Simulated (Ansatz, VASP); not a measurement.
## One calculation of Ti, two programs

INCAR

```
SYSTEM = Ti
PREC = Accurate
ENCUT = 520
EDIFF = 1E-6
ISMEAR = -1
SIGMA = 0.1
LREAL = .FALSE.
LASPH = .TRUE.
NELM = 100
ALGO = Normal
ISIF = 2
LWAVE = .FALSE.
LCHARG = .FALSE.
GGA = RP
NBANDS = 19
```

File KPOINTS:

```
Automatic mesh
0
G
  20 20 11
  0 0 0
```

File POSCAR:

```
Ti
1.0
    2.8863381124      0.0000000000      0.0000000000
   -1.4431690562      2.4996421292      0.0000000000
    0.0000000000      0.0000000000      4.5717509232
Ti
2
Direct
    0.3333333333      0.6666666667      0.2500000000
    0.6666666667      0.3333333333      0.7500000000
```

Input for Ansatz:

```yaml
crystal:
  lattice:
    - [2.8863381125, 0.0, 0.0]
    - [-1.4431690563, 2.4996421294, 0.0]
    - [0.0, 0.0, 4.571750924]
  atoms:
    - { symbol: Ti, position: [0.3333333333, 0.6666666667, 0.25] }
    - { symbol: Ti, position: [0.6666666667, 0.3333333333, 0.75] }
hamiltonian:
  xc: rpbe
  pseudopotentials:
    kind: paw
    azcp:
      Ti: "pseudopotentials/Ti.paw.azcp"
basis:
  ecutwfc: 420
  fft_grid_basis: typed
kpoints:
  mp_grid: { grid: [20, 20, 11], shift: [0, 0, 0] }
magnetization:
  spin_polarized: false
scf:
  occupations: { method: fermi_dirac, width: 0.1 }
output:
  stress: true
```

Alike in both runs: task single point; functional RPBE; k mesh 20 × 20 × 11; occupations fermi-dirac, width 0.1 eV; no spin polarisation.

|  | VASP | Ansatz |
| --- | --- | --- |
| version | VASP 6.6.1 | Ansatz 0.2.0 |
| potentials or method | VASP PAW PBE potentials, release 64 (Ti_sv), cutoff 520 eV | plane waves (420 eV) with PAW, scalar-relativistic |
| valence electrons in the cell | 24 | 24 |

|  | VASP | Ansatz | Ansatz less VASP |
| --- | --- | --- | --- |
| pressure (GPa) | 9.8 | 10.1 | +0.33 |
| traceless stress, the component that is largest in VASP (GPa) | 0.10 | 0.10 | +0.003 |

VASP's potentials were made for PBE, not for RPBE.
